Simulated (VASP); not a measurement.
# Pt (Cmcm) in VASP: settings compared

Pt is run at these levels: LDA, PBE; tasks: single point.

Everything below comes from runs of VASP 6.6.1. Logs are shortened: lines on timing, memory, paths and dates and some standing lists are left out, and cuts for length are marked.

## 1. The cell of the first run

Symmetry: Cmcm, No. 63, orthorhombic system. The conventional cell has a = 3.172 Å, b = 5.256 Å, c = 4.781 Å, α = 90.00°, β = 90.00°, γ = 90.00°. Pt (site symmetry m2m) has 12 Pt at 2.96 to 3.17 Å within 3.9 Å.

## 2. Single point, LDA

The input, INCAR:

```
PREC = Accurate
ENCUT = 520
EDIFF = 1E-7
ISMEAR = -1
SIGMA = 0.15
LREAL = F
LASPH = T
NELM = 100
ALGO = Fast
ISIF = 2
LWAVE = F
LCHARG = T
LELF = T
LVHAR = T
NBANDS = 17
```

The input, KPOINTS:

```
regular mesh
0
Gamma
  18 18 10
```

The input, POSCAR:

```
Pt
1.0
    3.1723205569      0.0000000000      0.0000000000
   -1.5861602785      2.6278619220      0.0000000000
    0.0000000000      0.0000000000      4.7813829983
Pt
2
Direct
    0.6666666667      0.3333333333      0.7500000000
    0.3333333333      0.6666666667      0.2500000000
```

Potentials or basis: VASP PAW LDA potentials, release 64 (Pt).

The run is started by

```sh
$ cat potpaw_LDA.64/Pt/POTCAR > POTCAR
$ mpirun -np 1 vasp_std > vasp.out
```

OUTCAR:

```text
PREC = Accurate
   ENCUT = 520
   EDIFF = 1E-7
   ISMEAR = -1
   LREAL = F
   LASPH = T
   NELM = 100
   ISIF = 2

 ion  position               nearest neighbor table
   1  0.667  0.333  0.750-   2 2.96   2 2.96   2 3.00   2 3.00   2 3.00   2 3.00
   2  0.333  0.667  0.250-   1 2.96   1 2.96   1 3.00   1 3.00   1 3.00   1 3.00

  Warning from LATTYP: Monoclinic adjustment (A1->A3, A2->A1, A3->A2)!
  LATTYP: Found a base centered orthorhombic cell.
 ALAT       =     3.1723205569
 B/A-ratio  =     1.6567442507
 C/A-ratio  =     1.5072193722

  Lattice vectors:

 A1 = (   1.5861602785,  -2.6278619220,   0.0000000000)
 A2 = (   1.5861602784,   2.6278619220,   0.0000000000)
 A3 = (   0.0000000000,   0.0000000000,   4.7813829983)

Analysis of symmetry for initial positions (statically):
=====================================================================
 Subroutine PRICEL returns:
 Original cell was already a primitive cell.

 Routine SETGRP: Setting up the symmetry group for a
 base centered orthorhombic supercell.

 Subroutine GETGRP returns: Found  8 space group operations
 (whereof  4 operations were pure point group operations)
 out of a pool of  8 trial point group operations.

The static configuration has the point symmetry C_2h.
 The point group associated with its full space group is D_2h.

Analysis of symmetry for dynamics (positions and initial velocities):
=====================================================================
 Subroutine PRICEL returns:
 Original cell was already a primitive cell.

 Routine SETGRP: Setting up the symmetry group for a
 base centered orthorhombic supercell.

 Subroutine GETGRP returns: Found  8 space group operations
 (whereof  4 operations were pure point group operations)
 out of a pool of  8 trial point group operations.

The dynamic configuration has the point symmetry C_2h.
 The point group associated with its full space group is D_2h.

 Subroutine INISYM returns: Found  8 space group operations
 (whereof  4 operations are pure point group operations),
 and found     1 'primitive' translations

----------------------------------------------------------------------------------------

                                     Primitive cell

  volume of cell :      39.8596

  direct lattice vectors                    reciprocal lattice vectors
     3.172320557  0.000000000  0.000000000     0.315226656  0.190268749  0.000000000
    -1.586160278  2.627861922  0.000000000     0.000000000  0.380537498  0.000000000
     0.000000000  0.000000000  4.781382998     0.000000000  0.000000000  0.209144509

  length of vectors
     3.172320557  3.069456419  4.781382998     0.368198372  0.380537498  0.209144509

  position of ions in fractional coordinates (direct lattice)
     0.666666667  0.333333333  0.750000000
     0.333333333  0.666666667  0.250000000

  ion indices of the primitive-cell ions
   primitive index   ion index
                 1           1
                 2           2

----------------------------------------------------------------------------------------

 KPOINTS: regular mesh

Automatic generation of k-mesh.
 Grid dimensions read from file:
 generate k-points for:   18   18   10

 Generating k-lattice:

  Cartesian coordinates                     Fractional coordinates (reciprocal lattice)
     0.017512592  0.010570486  0.000000000     0.055555556  0.000000000  0.000000000
     0.000000000  0.021140972  0.000000000     0.000000000  0.055555556  0.000000000
     0.000000000  0.000000000  0.020914451     0.000000000  0.000000000  0.100000000

  Length of vectors
     0.020455465  0.021140972  0.020914451

  Shift w.r.t. Gamma in fractional coordinates (k-lattice)
     0.000000000  0.000000000  0.000000000

 Subroutine IBZKPT returns following result:
 ===========================================

 Found    546 irreducible k-points:

 Following reciprocal coordinates:
            Coordinates               Weight
  0.000000  0.000000  0.000000      1.000000
  0.055556  0.000000  0.000000      4.000000
  0.111111  0.000000  0.000000      4.000000
  0.166667  0.000000  0.000000      4.000000
  0.222222  0.000000  0.000000      4.000000
  0.277778  0.000000  0.000000      4.000000
[... 16 lines left out ...]
 -0.333333  0.055556  0.000000      4.000000
 -0.277778  0.055556  0.000000      4.000000
 [... further k-points ...]
   k-points           NKPTS =    546   k-points in BZ     NKDIM =    546   number of bands    NBANDS=     17
   number of dos      NEDOS =    301   number of ions     NIONS =      2
   total plane-waves  NPLWV =  20736
   dimension x,y,z NGX =    24 NGY =   24 NGZ =   36
   dimension x,y,z NGXF=    48 NGYF=   48 NGZF=   72
   ions per type =               2
   NGX,Y,Z   is equivalent  to a cutoff of  12.58, 13.00, 12.52 a.u.
   NGXF,Y,Z  is equivalent  to a cutoff of  25.15, 26.00, 25.03 a.u.
 SYSTEM =  unknown system
   PREC   = accura    normal or accurate (medium, high low for compatibility)
   ISTART =      0    job   : 0-new  1-cont  2-samecut
   ICHARG =      2    charge: 1-file 2-atom 10-const
   ISPIN  =      1    spin polarized calculation?
   LNONCOLLINEAR =      F non collinear calculations
   LSORBIT =      F    spin-orbit coupling
   LASPH  =      T    aspherical Exc in radial PAW
   ENCUT  =  520.0 eV  38.22 Ry    6.18 a.u.   5.90  5.71  8.89*2*pi/ulx,y,z
   NELM   =    100;   NELMIN=  2; NELMDL= -5     # of ELM steps
   EDIFF  = 0.1E-06   stopping-criterion for ELM
   LREAL  =      F    real-space projection
   EDIFFG = 0.1E-05   stopping-criterion for IOM
   NSW    =      0    number of steps for IOM
   IBRION =     -1    ionic relax: 0-MD 1-quasi-New 2-CG
   NFREE  =      0    steps in history (QN), initial steepest desc. (CG)
   ISIF   =      2    stress and relaxation
   ISYM   =      2    0-nonsym 1-usesym 2-fastsym
   POTIM  = 0.5000    time-step for ionic-motion
   TEBEG  =    0.0;   TEEND  =   0.0 temperature during run
   PSTRESS=    0.0 pullay stress
   NELECT =      20.0000    total number of electrons
   NUPDOWN=      -1.0000    fix difference up-down
   EMIN   =  10.00;   EMAX   =-10.00  energy-range for DOS
   EFERMI =   0.00;   METHOD = LEGACY
   ISMEAR =    -1;   SIGMA  =   0.15  broadening in eV -4-tet -1-fermi 0-gaus
   EFERMI_NEDOS =   21; number of points for ismear=-14 and -15
   IALGO  =     68    algorithm
   IMIX   =      4    mixing-type and parameters
     AMIX     =   0.40;   BMIX     =  1.00
     AMIX_MAG =   1.60;   BMIX_MAG =  1.00
  volume/ion in A,a.u.               =      19.93       134.49
  Fermi-wavevector in a.u.,A,eV,Ry     =   1.300890  2.458325 23.025327  1.692314
  Thomas-Fermi vector in A             =   2.432059
   LORBIT       =      0    0 simple, 1 ext, 2 COOP (PROOUT), +10 PAW based schemes
   GGA     = CA    functional components
   LHFCALC =     F    Hartree Fock is set to
   AEXX    =    0.0000 exact exchange contribution
   IVDW    =     0    specifies the selected vdW correction
   LEPSILON=     F    determine dielectric tensor
   LRPA    =     F    only Hartree local field effects (RPA)
 non-spin polarized calculation
 RMM-DIIS sequential band-by-band and
  energy-cutoff  :      520.00
  volume of cell :       39.86
 maximum number of plane-waves:      1097
   NGX = 11   NGY = 11   NGZ = 17

 number of electron      20.0000004 magnetization

 Free energy of the ion-electron system (eV)
  ---------------------------------------------------
  ext. energy  EPLUGINS =         0.00000000
  ---------------------------------------------------
  free energy    TOTEN  =       -13.30806744 eV

  energy without entropy =      -12.99195057  energy(sigma->0) =      -13.15000900

 E-fermi :   6.5260     XC(G=0): -12.1134

 val. band max:        6.5254056463   @ k =   0.3889   0.1667   0.1000
 cond. band min:       6.5263251347   @ k =   0.1111   0.4444   0.4000
 fundamental gap:      0.0009194884
 Fermi energy:         6.5259622556

 k-point     1 :       0.0000    0.0000    0.0000
  band No.  band energies     occupation
      1      -1.0222      2.00000
      2       1.7228      2.00000
      3       3.9477      2.00000
      4       4.3558      2.00000
      5       4.3588      2.00000
      6       4.4326      2.00000
[... 9 lines left out ...]
     16      23.4227      0.00000
     17      23.7182      0.00000

 k-point     2 :       0.0556    0.0000    0.0000
  band No.  band energies     occupation
      1      -0.9435      2.00000
      2       1.7820      2.00000
      3       3.8993      2.00000
      4       4.3444      2.00000
      5       4.3788      2.00000
      6       4.5136      2.00000
[... 9 lines left out ...]
     16      23.2372      0.00000
     17      23.7705      0.00000

 k-point     3 :       0.1111    0.0000    0.0000
  band No.  band energies     occupation
      1      -0.7114      2.00000
      2       1.9477      2.00000
      3       3.7767      2.00000
      4       4.3171      2.00000
      5       4.4428      2.00000
      6       4.4951      2.00000
[... 9 lines left out ...]
     16      22.4946      0.00000
     17      23.9480      0.00000

 k-point     4 :       0.1667    0.0000    0.0000
  band No.  band energies     occupation
      1      -0.3393      2.00000
      2       2.1771      2.00000
      3       3.6435      2.00000
      4       4.1340      2.00000
      5       4.2613      2.00000
      6       4.4358      2.00000
[... 9 lines left out ...]
     16      22.4759      0.00000
     17      23.6272      0.00000
[... 343 lines left out ...]
      1       1.4863      2.00000
      2       2.3841      2.00000
      3       2.9126      2.00000
      4       3.8980      2.00000
      5       3.9861      2.00000
      6       4.4858      2.00000
[... 9 lines left out ...]
     16      18.4364      0.00000
     17      20.3935      0.00000

 k-point    23 :      -0.3333    0.0556    0.0000
  band No.  band energies     occupation
      1       1.0034      2.00000
      2       2.4691      2.00000
      3       3.1908      2.00000
      4       3.6641      2.00000
      5       4.0870      2.00000
      6       4.3128      2.00000
[... 9 lines left out ...]
     16      20.1700      0.00000
     17      21.2583      0.00000

 k-point    24 :      -0.2778    0.0556    0.0000
  band No.  band energies     occupation
      1       0.4521      2.00000
      2       2.4718      2.00000
      3       3.5184      2.00000
      4       3.5425      2.00000
      5       4.2034      2.00000
      6       4.2179      2.00000
[... 9 lines left out ...]
     16      22.0766      0.00000
     17      22.1384      0.00000

 [... further k-points ...]

------------------------ aborting loop because EDIFF is reached ----------------------------------------

  FORCE on cell =-STRESS in cart. coord.  units (eV):
  Direction    XX          YY          ZZ          XY          YZ          ZX
  --------------------------------------------------------------------------------------
  -------------------------------------------------------------------------------------
  Total       -9.4398264     -9.6072053     -9.3254222      0.0000000      0.0000000      0.0000000
  in kB     -379.4385480   -386.1664268   -374.8400157      0.0000000      0.0000000      0.0000000
  external PRESSURE =    -380.1483301 kB  Pullay stress =       0.0000000 kB

 VOLUME and BASIS-vectors are now :
 -----------------------------------------------------------------------------
  energy-cutoff  :      520.00
  volume of cell :       39.86
      direct lattice vectors                 reciprocal lattice vectors
     3.172320557  0.000000000  0.000000000     0.315226656  0.190268749  0.000000000
    -1.586160278  2.627861922  0.000000000     0.000000000  0.380537498  0.000000000
     0.000000000  0.000000000  4.781382998     0.000000000  0.000000000  0.209144509

 POSITION                                       TOTAL-FORCE (eV/Angst)
 -----------------------------------------------------------------------------------
      1.58616      0.87595      3.58604         0.000000     -0.010625      0.000000
     -0.00000      1.75191      1.19535        -0.000000      0.010625      0.000000
 -----------------------------------------------------------------------------------
    total drift:                               -0.000000      0.000000     -0.000000

  FREE ENERGIE OF THE ION-ELECTRON SYSTEM (eV)
  ---------------------------------------------------
  free  energy   TOTEN  =       -13.3080674419 eV

  energy  without entropy=      -12.9919505659  energy(sigma->0) =      -13.15000900
```

Run time: 4.3 min. Hardware: 1 thread of Intel Xeon Platinum 8259CL at 2.50GHz (Skylake/Cascade Lake), shared host; peak memory 0.39 GiB.

Results:

- Free energy: -13.3081 eV
- Pressure: -38.0 GPa
- Largest force: 0.011 eV/Å
- Band gap on the k mesh: zero (band 10 reaches 6.69 eV, above the bottom of band 11 at 5.95 eV)

Forces on the atoms (eV/Å):
```
Pt   0.000 -0.011  0.000
Pt   0.000  0.011  0.000
```

Caveat: spin-orbit coupling is left out, which moves the levels of the heavy elements.

## 3. Single point, PBE (normal strain along x -0.0500, normal strain along y +0.0000)

The input, INCAR:

```
PREC = Accurate
ENCUT = 520
EDIFF = 1E-7
ISMEAR = 0
SIGMA = 0.15
LREAL = F
LASPH = T
NELM = 60
ALGO = Fast
ISIF = 2
LWAVE = F
LCHARG = F
GGA = PE
NBANDS = 17
```

KPOINTS is that of step 2.

The input, POSCAR:

```
Pt
1.0
    2.6206126340      0.0000000000      0.0000000000
   -1.3103063170      2.3889653837      0.0000000000
    0.0000000000      0.0000000000      4.7813829983
Pt
2
Direct
    0.6666666667      0.3333333333      0.7500000000
    0.3333333333      0.6666666667      0.2500000000
```

Potentials or basis: VASP PAW PBE potentials, release 64 (Pt).

The run is started by

```sh
$ cat potpaw_PBE.64/Pt/POTCAR > POTCAR
$ mpirun -np 1 vasp_std > vasp.out
```

Run time: 2.1 min. Hardware: 1 thread of Intel Xeon Platinum 8488C (Sapphire Rapids), shared host; peak memory 0.32 GiB.

Results (log left out):

| Property | Result |
| --- | --- |
| Free energy | -11.9758 eV |
| Pressure | 15.7 GPa |
| Largest force | 0.019 eV/Å |
| Band gap on the k mesh | zero (band 10 reaches 12.03 eV, above the bottom of band 11 at 10.60 eV) |

Forces on the atoms (eV/Å):
```
Pt   0.000 -0.019  0.000
Pt   0.000  0.019  0.000
```

Stress tensor (GPa, compression positive):
```
28.46  0.00  0.00
 0.00 10.36  0.00
 0.00  0.00  8.13
```

Levels at points of the mesh, in eV from the Fermi level:
| k point | band 8 | band 9 | band 10 | band 11 | band 12 | band 13 |
| --- | --- | --- | --- | --- | --- | --- |
| (0.00, 0.00, 0.00) | -1.90 | -1.66 | -1.11 | -0.31 | -0.10 | 4.73 |
| (0.50, 0.00, 0.00) | -0.12 | 0.48 | 0.66 | 2.57 | 4.25 | 7.84 |
| (0.00, 0.50, 0.00) | 0.09 | 0.37 | 0.56 | 2.23 | 3.70 | 7.08 |
| (0.00, 0.00, 0.50) | -3.22 | -0.92 | -0.92 | -0.68 | -0.68 | 11.78 |
| (0.50, 0.00, 0.50) | -0.91 | 0.60 | 0.60 | 1.85 | 1.85 | 7.33 |
| (0.00, 0.50, 0.50) | -1.07 | 0.48 | 0.48 | 1.47 | 1.47 | 6.50 |

Caveat: the cell differs from its parent crystal (normal strain along x -0.0500, normal strain along y +0.0000); spin-orbit coupling is left out, which moves the levels of the heavy elements.

## 4. Single point, PBE (normal strain along x +0.0000, normal strain along y -0.0500)

The input, INCAR:

```
PREC     = Accurate       # precision mode
ENCUT    = 520            # plane-wave cutoff, eV
EDIFF    = 1E-6           # SCF threshold, eV
ISMEAR   = 0              # smearing method
SIGMA    = 0.15           # smearing width, eV
LREAL    = F              # projectors in reciprocal space
LASPH    = T              # aspherical terms in the spheres
NELM     = 60             # most SCF steps
ALGO     = Fast           # electronic algorithm
ISIF     = 2              # what is computed and relaxed
LWAVE    = F              # write WAVECAR
LCHARG   = F              # write CHGCAR
GGA      = PE             # functional
NBANDS   = 17             # bands
```

The input, KPOINTS:

```
Automatic mesh
0
Gamma
  18 18 10
```

The input, POSCAR:

```
Pt
1.0
    2.7585396147      0.0000000000      0.0000000000
   -1.3792698074      2.2695171145      0.0000000000
    0.0000000000      0.0000000000      4.7813829983
Pt
2
Direct
    0.6666666667      0.3333333333      0.7500000000
    0.3333333333      0.6666666667      0.2500000000
```

The run is started by

```sh
$ cat potpaw_PBE.64/Pt/POTCAR > POTCAR
$ mpirun -np 1 vasp_std > vasp.out
```

It took 1.8 min on 1 thread of Intel Xeon Platinum 8488C (Sapphire Rapids), shared host; peak memory 0.33 GiB.

The run converged. Its results:

```yaml
Free_energy: -11.9809 eV
Pressure: 15.6 GPa
Largest_force: 0.031 eV/Å
Band_gap_on_the_k_mesh: zero (band 10 reaches 12.17 eV, above the bottom of band 11 at 10.53 eV)
```

Forces on the atoms (eV/Å):
```
Pt   0.000  0.031  0.000
Pt   0.000 -0.031  0.000
```

Stress tensor (GPa, compression positive):
```
11.91  0.00  0.00
 0.00 26.84  0.00
 0.00  0.00  8.08
```

Levels at points of the mesh, in eV from the Fermi level:
| k point | band 6 | band 7 | band 8 | band 9 | band 10 | band 11 | band 12 | band 13 | band 14 | band 15 |
| --- | --- | --- | --- | --- | --- | --- | --- | --- | --- | --- |
| (0.00, 0.00, 0.00) | -3.22 | -2.88 | -1.87 | -1.68 | -1.11 | -0.29 | -0.12 | 4.73 | 15.15 | 15.29 |
| (0.50, 0.00, 0.00) | -3.00 | -2.79 | 0.02 | 0.36 | 0.54 | 2.38 | 3.91 | 7.35 | 8.77 | 9.82 |
| (0.00, 0.50, 0.00) | -2.93 | -2.59 | -0.19 | 0.62 | 0.81 | 2.63 | 4.38 | 8.07 | 9.23 | 10.47 |
| (0.00, 0.00, 0.50) | -4.16 | -3.22 | -3.22 | -0.90 | -0.90 | -0.69 | -0.69 | 11.78 | 11.78 | 15.62 |
| (0.50, 0.00, 0.50) | -1.74 | -1.01 | -1.01 | 0.47 | 0.47 | 1.60 | 1.60 | 6.80 | 6.80 | 13.92 |
| (0.00, 0.50, 0.50) | -2.14 | -0.86 | -0.86 | 0.72 | 0.72 | 1.98 | 1.98 | 7.55 | 7.55 | 14.40 |

Caveat: the cell differs from its parent crystal (normal strain along x +0.0000, normal strain along y -0.0500); spin-orbit coupling is left out, which moves the levels of the heavy elements.

## 5. Overview

```csv
level,potentials or basis,cell,smearing,further INCAR settings,gap on the mesh (eV),pressure (GPa),largest force (eV/Å)
LDA,"VASP PAW LDA potentials, release 64 (Pt)","a = 3.172, b = 3.069, c = 4.781 Å, angles 90.0, 90.0, 121.1°, 2 atoms",fermi-dirac 0.15 eV,ALGO = Fast; EDIFF = 1e-07; NBANDS = 17,none,-38.0,0.01
PBE,"VASP PAW PBE potentials, release 64 (Pt)","a = 2.621, b = 2.725, c = 4.781 Å, angles 90.0, 90.0, 118.7°, 2 atoms",gaussian 0.15 eV,ALGO = Fast; EDIFF = 1e-07; NBANDS = 17,none,15.7,0.02
PBE,"VASP PAW PBE potentials, release 64 (Pt)","a = 2.759, b = 2.656, c = 4.781 Å, angles 90.0, 90.0, 121.3°, 2 atoms",gaussian 0.15 eV,ALGO = Fast; EDIFF = 1e-06; NBANDS = 17,none,15.6,0.03
```

Alike in all rows: task single point; no spin polarisation; k mesh 18 × 18 × 10; cutoff (eV) 520.

Caveats: spin-orbit coupling is left out, which moves the levels of the heavy elements.

Absolute energies hang on the potentials; compare differences alone.
